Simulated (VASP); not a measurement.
# ScAl (Pm-3m) in VASP: notebook

Runs on ScAl. Level: r2SCAN. Tasks: single point.

Everything below comes from runs of VASP 6.6.1. Logs are shortened: lines on timing, memory, paths and dates and some standing lists are left out, and cuts for length are marked.

### Step 1. The cell of the first run

The structure is cubic, space group Pm-3m (No. 221). The conventional cell has a = 3.278 Å, b = 3.278 Å, c = 3.278 Å, α = 90.00°, β = 90.00°, γ = 90.00°. Sc (site symmetry m-3m) has 8 Al at 2.84 Å and 6 Sc at 3.28 Å within 3.7 Å. Al (site symmetry m-3m) has 8 Sc at 2.84 Å and 6 Al at 3.28 Å within 3.7 Å.

### Step 2. Single point, r2SCAN

Input file POSCAR:

```
ScAl
1.0
    3.2779245602      0.0000000000      0.0000000000
    0.0000000000      3.2779245602      0.0000000000
    0.0000000000      0.0000000000      3.2779245602
Sc Al
1 1
Direct
    0.5000000000      0.5000000000      0.5000000000
    0.0000000000      0.0000000000      0.0000000000
```

Input file INCAR.step1:

```
ALGO = Normal ; EDIFF = 1E-4
ENCUT = 520 ; GGA = PE
ISMEAR = 0 ; LASPH = T
LCHARG = F ; LREAL = F
LWAVE = T ; NBANDS = 14
NELM = 60 ; PREC = Accurate
SIGMA = 0.1
```

Input file INCAR.step2:

```
ALGO = Normal ; EDIFF = 1E-6
ENCUT = 520 ; ISIF = 2
ISMEAR = 0 ; ISTART = 1
LASPH = T ; LCHARG = F
LMIXTAU = T ; LREAL = F
LWAVE = F ; METAGGA = R2SCAN
NBANDS = 14 ; NELM = 60
PREC = Accurate ; SIGMA = 0.1
```

Input file KPOINTS:

```
k-points
0
Gamma
  12 12 12
```

Potentials or basis: VASP PAW PBE potentials, release 64 (Sc_sv, Al).

On the command line:

```sh
$ cat potpaw_PBE.64/Sc_sv/POTCAR potpaw_PBE.64/Al/POTCAR > POTCAR
$ cp INCAR.step1 INCAR
$ mpirun -np 1 vasp_std > vasp.out
$ cp INCAR.step2 INCAR
$ mpirun -np 1 vasp_std > vasp.out
```

OUTCAR:

```text
EDIFF = 1E-6
   ENCUT = 520
   ISIF = 2
   ISMEAR = 0
   ISTART = 1
   LASPH = T
   LREAL = F
   METAGGA = R2SCAN
   NELM = 60
   PREC = Accurate

 ion  position               nearest neighbor table
   1  0.500  0.500  0.500-   2 2.84   2 2.84   2 2.84   2 2.84   2 2.84   2 2.84   2 2.84   2 2.84

   2  0.000  0.000  0.000-   1 2.84   1 2.84   1 2.84   1 2.84   1 2.84   1 2.84   1 2.84   1 2.84

  LATTYP: Found a simple cubic cell.
 ALAT       =     3.2779245602

  Lattice vectors:

 A1 = (   3.2779245602,   0.0000000000,   0.0000000000)
 A2 = (   0.0000000000,   3.2779245602,   0.0000000000)
 A3 = (   0.0000000000,   0.0000000000,   3.2779245602)

Analysis of symmetry for initial positions (statically):
=====================================================================
 Subroutine PRICEL returns:
 Original cell was already a primitive cell.

 Routine SETGRP: Setting up the symmetry group for a
 simple cubic supercell.

 Subroutine GETGRP returns: Found 48 space group operations
 (whereof 48 operations were pure point group operations)
 out of a pool of 48 trial point group operations.

The static configuration has the point symmetry O_h .

Analysis of symmetry for dynamics (positions and initial velocities):
=====================================================================
 Subroutine PRICEL returns:
 Original cell was already a primitive cell.

 Routine SETGRP: Setting up the symmetry group for a
 simple cubic supercell.

 Subroutine GETGRP returns: Found 48 space group operations
 (whereof 48 operations were pure point group operations)
 out of a pool of 48 trial point group operations.

The dynamic configuration has the point symmetry O_h .

 Subroutine INISYM returns: Found 48 space group operations
 (whereof 48 operations are pure point group operations),
 and found     1 'primitive' translations

----------------------------------------------------------------------------------------

                                     Primitive cell

  volume of cell :      35.2206

  direct lattice vectors                    reciprocal lattice vectors
     3.277924560  0.000000000  0.000000000     0.305071084  0.000000000  0.000000000
     0.000000000  3.277924560  0.000000000     0.000000000  0.305071084  0.000000000
     0.000000000  0.000000000  3.277924560     0.000000000  0.000000000  0.305071084

  length of vectors
     3.277924560  3.277924560  3.277924560     0.305071084  0.305071084  0.305071084

  position of ions in fractional coordinates (direct lattice)
     0.500000000  0.500000000  0.500000000
     0.000000000  0.000000000  0.000000000

  ion indices of the primitive-cell ions
   primitive index   ion index
                 1           1
                 2           2

----------------------------------------------------------------------------------------

 KPOINTS: k-points

Automatic generation of k-mesh.
 Grid dimensions read from file:
 generate k-points for:   12   12   12

 Generating k-lattice:

  Cartesian coordinates                     Fractional coordinates (reciprocal lattice)
     0.025422590  0.000000000  0.000000000     0.083333333  0.000000000  0.000000000
     0.000000000  0.025422590  0.000000000     0.000000000  0.083333333  0.000000000
     0.000000000  0.000000000  0.025422590     0.000000000  0.000000000  0.083333333

  Length of vectors
     0.025422590  0.025422590  0.025422590

  Shift w.r.t. Gamma in fractional coordinates (k-lattice)
     0.000000000  0.000000000  0.000000000

 Subroutine IBZKPT returns following result:
 ===========================================

 Found     84 irreducible k-points:

 Following reciprocal coordinates:
            Coordinates               Weight
  0.000000  0.000000  0.000000      1.000000
  0.083333  0.000000  0.000000      6.000000
  0.166667  0.000000  0.000000      6.000000
  0.250000  0.000000  0.000000      6.000000
  0.333333  0.000000  0.000000      6.000000
  0.416667  0.000000  0.000000      6.000000
[... 16 lines left out ...]
  0.333333  0.333333  0.000000     12.000000
  0.416667  0.333333  0.000000     24.000000
 [... further k-points ...]
   k-points           NKPTS =     84   k-points in BZ     NKDIM =     84   number of bands    NBANDS=     14
   number of dos      NEDOS =    301   number of ions     NIONS =      2
   total plane-waves  NPLWV =  13824
   dimension x,y,z NGX =    24 NGY =   24 NGZ =   24
   dimension x,y,z NGXF=    48 NGYF=   48 NGZF=   48
   ions per type =               1   1
   NGX,Y,Z   is equivalent  to a cutoff of  12.17, 12.17, 12.17 a.u.
   NGXF,Y,Z  is equivalent  to a cutoff of  24.34, 24.34, 24.34 a.u.
 SYSTEM =  unknown system
   PREC   = accura    normal or accurate (medium, high low for compatibility)
   ISTART =      1    job   : 0-new  1-cont  2-samecut
   ICHARG =      0    charge: 1-file 2-atom 10-const
   ISPIN  =      1    spin polarized calculation?
   LNONCOLLINEAR =      F non collinear calculations
   LSORBIT =      F    spin-orbit coupling
   LASPH  =      T    aspherical Exc in radial PAW
   ENCUT  =  520.0 eV  38.22 Ry    6.18 a.u.   6.09  6.09  6.09*2*pi/ulx,y,z
   NELM   =     60;   NELMIN=  2; NELMDL=  0     # of ELM steps
   EDIFF  = 0.1E-05   stopping-criterion for ELM
   LREAL  =      F    real-space projection
   EDIFFG = 0.1E-04   stopping-criterion for IOM
   NSW    =      0    number of steps for IOM
   IBRION =     -1    ionic relax: 0-MD 1-quasi-New 2-CG
   NFREE  =      0    steps in history (QN), initial steepest desc. (CG)
   ISIF   =      2    stress and relaxation
   ISYM   =      2    0-nonsym 1-usesym 2-fastsym
   POTIM  = 0.5000    time-step for ionic-motion
   TEBEG  =    0.0;   TEEND  =   0.0 temperature during run
   PSTRESS=    0.0 pullay stress
   NELECT =      14.0000    total number of electrons
   NUPDOWN=      -1.0000    fix difference up-down
   EMIN   =  10.00;   EMAX   =-10.00  energy-range for DOS
   EFERMI =   0.00;   METHOD = LEGACY
   ISMEAR =     0;   SIGMA  =   0.10  broadening in eV -4-tet -1-fermi 0-gaus
   EFERMI_NEDOS =   21; number of points for ismear=-14 and -15
   IALGO  =     38    algorithm
   IMIX   =      4    mixing-type and parameters
     AMIX     =   0.40;   BMIX     =  1.00
     AMIX_MAG =   1.60;   BMIX_MAG =  1.00
  volume/ion in A,a.u.               =      17.61       118.84
  Fermi-wavevector in a.u.,A,eV,Ry     =   1.203701  2.274665 19.713422  1.448896
  Thomas-Fermi vector in A             =   2.339447
   LORBIT       =      0    0 simple, 1 ext, 2 COOP (PROOUT), +10 PAW based schemes
   METAGGA = R2SCAN    functional components
   LHFCALC =     F    Hartree Fock is set to
   AEXX    =    0.0000 exact exchange contribution
   IVDW    =     0    specifies the selected vdW correction
   LEPSILON=     F    determine dielectric tensor
   LRPA    =     F    only Hartree local field effects (RPA)
 non-spin polarized calculation
 Gauss-broadening in eV      SIGMA  =   0.10
  energy-cutoff  :      520.00
  volume of cell :       35.22
 maximum number of plane-waves:       968
   NGX = 13   NGY = 13   NGZ = 13

 number of electron      13.9999995 magnetization

 Free energy of the ion-electron system (eV)
  ---------------------------------------------------
  ext. energy  EPLUGINS =         0.00000000
  ---------------------------------------------------
  free energy    TOTEN  =       -18.98581352 eV

  energy without entropy =      -18.98316507  energy(sigma->0) =      -18.98448930

 E-fermi :   6.7935     XC(G=0): -11.3897

 val. band max:        6.7892920428   @ k =   0.5000   0.4167   0.1667
 cond. band min:       6.8678514124   @ k =   0.5000   0.1667   0.0000
 fundamental gap:      0.0785593696
 Fermi energy:         6.7934925737

 k-point     1 :       0.0000    0.0000    0.0000
  band No.  band energies     occupation
      1     -44.5315      2.00000
      2     -22.1422      2.00000
      3     -22.1422      2.00000
      4     -22.1422      2.00000
      5      -2.5490      2.00000
      6       5.9522      2.00000
      7       5.9522      2.00000
      8      10.0310      0.00000
      9      10.0310      0.00000
     10      10.0310      0.00000
     11      11.0844      0.00000
     12      11.0844      0.00000
     13      11.0844      0.00000
     14      16.1992      0.00000

 k-point     2 :       0.0833    0.0000    0.0000
  band No.  band energies     occupation
      1     -44.5300      2.00000
      2     -22.1597      2.00000
      3     -22.1406      2.00000
      4     -22.1406      2.00000
      5      -2.4359      2.00000
      6       5.8416      2.00000
      7       6.0132      2.00000
      8       9.6368      0.00000
      9       9.6368      0.00000
     10      10.0487      0.00000
     11      10.8065      0.00000
     12      11.5482      0.00000
     13      11.5482      0.00000
     14      15.9821      0.00000

 k-point     3 :       0.1667    0.0000    0.0000
  band No.  band energies     occupation
      1     -44.5259      2.00000
      2     -22.2073      2.00000
      3     -22.1363      2.00000
      4     -22.1363      2.00000
      5      -2.1019      2.00000
      6       5.4258      2.00000
      7       6.1887      2.00000
      8       9.0380      0.00000
      9       9.0380      0.00000
     10      10.0977      0.00000
     11      10.4062      0.00000
     12      12.3633      0.00000
     13      12.3633      0.00000
     14      15.3996      0.00000
[... 324 lines left out ...]
 k-point    23 :       0.3333    0.3333    0.0000
  band No.  band energies     occupation
      1     -44.4982      2.00000
      2     -22.3113      2.00000
      3     -22.3035      2.00000
      4     -22.1074      2.00000
      5       0.4805      2.00000
      6       4.3616      2.00000
      7       4.9284      2.00000
      8       7.4301      0.00000
      9       8.4949      0.00000
     10       8.9359      0.00000
     11      10.9786      0.00000
     12      12.3735      0.00000
     13      14.1600      0.00000
     14      15.3485      0.00000

 k-point    24 :       0.4167    0.3333    0.0000
  band No.  band energies     occupation
      1     -44.4942      2.00000
      2     -22.3513      2.00000
      3     -22.3005      2.00000
      4     -22.1032      2.00000
      5       1.0335      2.00000
      6       3.7644      2.00000
      7       5.1845      2.00000
      8       7.1114      0.00001
      9       8.4199      0.00000
     10       8.9109      0.00000
     11      11.0507      0.00000
     12      12.6546      0.00000
     13      13.6075      0.00000
     14      15.3014      0.00000

 [... further k-points ...]
[... 5 lines left out ...]
  --------------------------------------------------------------------------------------
  -------------------------------------------------------------------------------------
  Total        1.8139662      1.8139662      1.8139662      0.0000000      0.0000000      0.0000000
  in kB       82.5169028     82.5169028     82.5169028      0.0000000      0.0000000      0.0000000
  external PRESSURE =      82.5169028 kB  Pullay stress =       0.0000000 kB

 VOLUME and BASIS-vectors are now :
 -----------------------------------------------------------------------------
  energy-cutoff  :      520.00
  volume of cell :       35.22
      direct lattice vectors                 reciprocal lattice vectors
     3.277924560  0.000000000  0.000000000     0.305071084  0.000000000  0.000000000
     0.000000000  3.277924560  0.000000000     0.000000000  0.305071084  0.000000000
     0.000000000  0.000000000  3.277924560     0.000000000  0.000000000  0.305071084

 POSITION                                       TOTAL-FORCE (eV/Angst)
 -----------------------------------------------------------------------------------
      1.63896      1.63896      1.63896         0.000000      0.000000      0.000000
      0.00000      0.00000      0.00000         0.000000      0.000000      0.000000
 -----------------------------------------------------------------------------------
    total drift:                                0.000000     -0.000000     -0.000000

  FREE ENERGIE OF THE ION-ELECTRON SYSTEM (eV)
  ---------------------------------------------------
  free  energy   TOTEN  =       -18.9858135249 eV

  energy  without entropy=      -18.9831650669  energy(sigma->0) =      -18.98448930
```

Wall time 95 s (1 thread of Oxide Virtual Turin-like, shared host); peak memory 0.14 GiB.

Results:

| Property | Result |
| --- | --- |
| Free energy | -18.9858 eV |
| Pressure | 8.3 GPa |
| Band gap on the k mesh | zero (bands 7 and 8 overlap by 1.29 eV) |

Caveat: the cell stands under pressure; the PAW data sets were made with another functional, which shifts forces and pressure a little.

### Step 3. Single point, r2SCAN

This run uses another cell than the first one, of 18.49 Å³/atom.

Input file POSCAR:

```
ScAl
1.0
    3.3317471013      0.0000000000      0.0000000000
    0.0000000000      3.3317471013      0.0000000000
    0.0000000000      0.0000000000      3.3317471013
Sc Al
1 1
Direct
    0.5000000000      0.5000000000      0.5000000000
    0.0000000000      0.0000000000      0.0000000000
```

Input file INCAR.step1:

```
SYSTEM = ScAl
  PREC = Accurate
  ENCUT = 520
  ISMEAR = 0
  SIGMA = 0.1
  LREAL = .False.
  LASPH = .True.
  NELM = 100
  NBANDS = 14
  GGA = PE
  ALGO = Normal
  EDIFF = 1E-4
  LWAVE = .True.
  LCHARG = .False.
```

Input file INCAR.step2:

```
SYSTEM = ScAl
  PREC = Accurate
  ENCUT = 520
  EDIFF = 1E-7
  ISMEAR = 0
  SIGMA = 0.1
  LREAL = .False.
  LASPH = .True.
  NELM = 100
  ALGO = Normal
  ISIF = 2
  LWAVE = .False.
  LCHARG = .False.
  METAGGA = R2SCAN
  LMIXTAU = .True.
  NBANDS = 14
  ISTART = 1
```

Input file KPOINTS:

```
regular mesh
0
Gamma
  12 12 12
  0 0 0
```

Potentials or basis: VASP PAW PBE potentials, release 64 (Sc_sv, Al).

On the command line:

```sh
$ cat potpaw_PBE.64/Sc_sv/POTCAR potpaw_PBE.64/Al/POTCAR > POTCAR
$ cp INCAR.step1 INCAR
$ mpirun -np 1 vasp_std > vasp.out
$ cp INCAR.step2 INCAR
$ mpirun -np 1 vasp_std > vasp.out
```

Run time: 99 s. Hardware: 1 thread of Oxide Virtual Turin-like, shared host; peak memory 0.16 GiB.

It converged, with:

| Property | Result |
| --- | --- |
| Free energy | -19.0483 eV |
| Pressure | 3.2 GPa |
| Band gap on the k mesh | zero (bands 7 and 8 overlap by 1.28 eV) |

Levels at points of the mesh, in eV from the Fermi level:
| k point | band 4 | band 5 | band 6 | band 7 | band 8 | band 9 | band 10 | band 11 |
| --- | --- | --- | --- | --- | --- | --- | --- | --- |
| (0.00, 0.00, 0.00) | -29.09 | -9.16 | -0.75 | -0.75 | 3.08 | 3.08 | 3.08 | 4.05 |
| (0.50, 0.00, 0.00) | -29.07 | -6.11 | -4.99 | 0.34 | 0.93 | 0.93 | 3.33 | 4.24 |
| (0.50, 0.50, 0.00) | -29.05 | -5.02 | -2.14 | -2.14 | -0.87 | 1.75 | 1.75 | 4.10 |
| (0.50, 0.50, 0.50) | -29.25 | -2.83 | -2.83 | -2.83 | -0.12 | 3.04 | 3.04 | 3.04 |

Caveat: the cell stands under pressure; the PAW data sets were made with another functional, which shifts forces and pressure a little.

### Step 4. Single point, r2SCAN

This run uses another cell than the first one, of 13.25 Å³/atom.

Input file POSCAR:

```
ScAl
1.0
    2.9815704579      0.0000000000      0.0000000000
    0.0000000000      2.9815704579      0.0000000000
    0.0000000000      0.0000000000      2.9815704579
Sc Al
1 1
Direct
    0.5000000000      0.5000000000      0.5000000000
    0.0000000000      0.0000000000      0.0000000000
```

Input file INCAR.step1:

```
PREC = Accurate ; ENCUT = 520
ISMEAR = 0 ; SIGMA = 0.1
LREAL = F ; LASPH = T
NELM = 80 ; NBANDS = 14
GGA = PE ; ALGO = Normal
EDIFF = 1E-4 ; LWAVE = T
LCHARG = F
```

Input file INCAR.step2:

```
PREC = Accurate ; ENCUT = 520
EDIFF = 1E-7 ; ISMEAR = 0
SIGMA = 0.1 ; LREAL = F
LASPH = T ; NELM = 80
ALGO = Normal ; ISIF = 2
LWAVE = F ; LCHARG = T
METAGGA = R2SCAN ; LMIXTAU = T
LELF = T ; LVHAR = T
NBANDS = 14 ; ISTART = 1
```

Input file KPOINTS:

```
Automatic mesh
0
Gamma
  14 14 14
```

On the command line:

```sh
$ cat potpaw_PBE.64/Sc_sv/POTCAR potpaw_PBE.64/Al/POTCAR > POTCAR
$ cp INCAR.step1 INCAR
$ mpirun -np 1 vasp_std > vasp.out
$ cp INCAR.step2 INCAR
$ mpirun -np 1 vasp_std > vasp.out
```

Wall time 94 s (1 thread of Oxide Virtual Turin-like, shared host); peak memory 0.14 GiB.

Results (log left out):

| Property | Result |
| --- | --- |
| Free energy | -17.3796 eV |
| Pressure | 60.7 GPa |
| Band gap on the k mesh | zero (bands 7 and 8 overlap by 1.29 eV) |

Levels at points of the mesh, in eV from the Fermi level:
```csv
k point,band 3,band 4,band 5,band 6,band 7,band 8,band 9,band 10,band 11,band 12
"(0.00, 0.00, 0.00)",-28.01,-28.01,-10.25,-1.51,-1.51,4.25,4.25,4.25,6.14,6.14
"(0.50, 0.00, 0.00)",-27.95,-27.95,-5.99,-5.60,0.14,1.25,1.25,4.69,6.22,6.59
"(0.50, 0.50, 0.00)",-28.57,-27.89,-5.83,-1.68,-1.68,-0.97,2.14,2.14,5.90,8.46
"(0.50, 0.50, 0.50)",-28.46,-28.46,-3.78,-3.78,-3.78,2.07,4.72,4.72,4.72,6.03
```

Caveat: the cell stands under pressure; the PAW data sets were made with another functional, which shifts forces and pressure a little.

### Step 5. Single point, r2SCAN

This run uses another cell than the first one, of 19.91 Å³/atom.

Input file POSCAR:

```
ScAl
1.0
    3.4149671698      0.0000000000      0.0000000000
    0.0000000000      3.4149671698      0.0000000000
    0.0000000000      0.0000000000      3.4149671698
Sc Al
1 1
Direct
    0.5000000000      0.5000000000      0.5000000000
    0.0000000000      0.0000000000      0.0000000000
```

Input file INCAR.step1:

```
PREC     = Accurate       # precision mode
ENCUT    = 520            # plane-wave cutoff, eV
ISMEAR   = 0              # smearing method
SIGMA    = 0.1            # smearing width, eV
LREAL    = F              # projectors in reciprocal space
LASPH    = T              # aspherical terms in the spheres
NELM     = 80             # most SCF steps
NBANDS   = 14             # bands
GGA      = PE             # functional
ALGO     = Normal         # electronic algorithm
EDIFF    = 1E-4           # SCF threshold, eV
LWAVE    = T              # write WAVECAR
LCHARG   = F              # write CHGCAR
```

Input file INCAR.step2:

```
PREC     = Accurate       # precision mode
ENCUT    = 520            # plane-wave cutoff, eV
EDIFF    = 1E-7           # SCF threshold, eV
ISMEAR   = 0              # smearing method
SIGMA    = 0.1            # smearing width, eV
LREAL    = F              # projectors in reciprocal space
LASPH    = T              # aspherical terms in the spheres
NELM     = 80             # most SCF steps
ALGO     = Normal         # electronic algorithm
ISIF     = 2              # what is computed and relaxed
LWAVE    = F              # write WAVECAR
LCHARG   = T              # write CHGCAR
METAGGA  = R2SCAN         # meta-GGA
LMIXTAU  = T            
LELF     = T              # ELF
LVHAR    = T            
NBANDS   = 14             # bands
ISTART   = 1
```

Input file KPOINTS:

```
Automatic mesh
0
Gamma
  12 12 12
```

On the command line:

```sh
$ cat potpaw_PBE.64/Sc_sv/POTCAR potpaw_PBE.64/Al/POTCAR > POTCAR
$ cp INCAR.step1 INCAR
$ mpirun -np 1 vasp_std > vasp.out
$ cp INCAR.step2 INCAR
$ mpirun -np 1 vasp_std > vasp.out
```

Wall time 2.1 min (1 thread of Oxide Virtual Turin-like, shared host); peak memory 0.16 GiB.

Results (log left out):

```
Free energy            : -19.0483 eV
Pressure               : -2.8 GPa
Band gap on the k mesh : zero (bands 7 and 8 overlap by 1.26 eV)
```

Levels at points of the mesh, in eV from the Fermi level:
```
           k point  band 5  band 6  band 7  band 8  band 9  band 10
(0.00, 0.00, 0.00)   -8.88   -0.63   -0.63    2.83    2.83     2.83
(0.50, 0.00, 0.00)   -6.04   -4.82    0.35    0.86    0.86     3.06
(0.50, 0.50, 0.00)   -4.88   -2.14   -2.14   -0.85    1.65     1.65
(0.50, 0.50, 0.50)   -2.64   -2.64   -2.64   -0.49    2.79     2.79
```

Caveat: the PAW data sets were made with another functional, which shifts forces and pressure a little.

[end of part 1 of 2]

The gap in the log of VASP goes by the Fermi energy; the results here count the filled bands.